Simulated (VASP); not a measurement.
Wanted: the native input for a VASP 6.6.1 run.

| Property | Result |
| --- | --- |
| Task | single point |
| Functional | PBEsol |
| Potentials or basis | VASP PAW PBE potentials, release 64 (Mg, Sn_d) |
| Cutoff | 520 eV |
| k mesh | 2 × 2 × 2 |
| Occupations | fermi-dirac, width 0.05 eV |
| Spin | no spin polarisation |
| Dipole correction | no |
| Further INCAR settings | ALGO = Normal; EDIFF = 1e-07; NBANDS = 45 |

The structure of MgSn5 lies in POSCAR:

```
MgSn5
1.0
    5.6501780000      0.0000000000      0.0000000000
   -2.8250890000      4.8931980000      0.0000000000
    0.0000000000      0.0000000000      5.6172030000
Mg Sn
1 5
Direct
    0.0000000000      0.0000000000      0.5000000000
    0.6700040000      0.0000000000      0.0000000000
    0.3299960000      0.3299960000      0.0000000000
    0.0000000000      0.6700040000      0.0000000000
    0.6666666667      0.3333333333      0.5000000000
    0.3333333333      0.6666666667      0.5000000000
```

One way to write it, as run:

INCAR

```
SYSTEM = MgSn5
  ALGO = Normal
  EDIFF = 1E-7
  ENCUT = 520
  GGA = PS
  ISIF = 2
  ISMEAR = -1
  LASPH = .TRUE.
  LCHARG = .FALSE.
  LREAL = .FALSE.
  LWAVE = .FALSE.
  NBANDS = 45
  NELM = 60
  PREC = Accurate
  SIGMA = 0.05
```

KPOINTS

```
k-points
0
G
  2 2 2
  0 0 0
```

Potentials or basis: VASP PAW PBE potentials, release 64 (Mg, Sn_d).

The run is started by

```console
$ cat potpaw_PBE.64/Mg/POTCAR potpaw_PBE.64/Sn_d/POTCAR > POTCAR
$ mpirun -np 1 vasp_std > vasp.out
```

It gave:

```yaml
Pressure: -0.7 GPa
Largest_force: 0.047 eV/Å
Band_gap_on_the_k_mesh: zero (band 36 reaches 8.65 eV, above the bottom of band 37 at 6.40 eV)
```

Caveat: the k points lie up to 0.64 Å⁻¹ apart; the PAW data sets were made with another functional, which shifts forces and pressure a little; spin-orbit coupling is left out, which moves the levels of the heavy elements.

It used 52 s of CPU time on 1 thread of AMD EPYC 7R13 Processor (Zen 3), on a shared host.
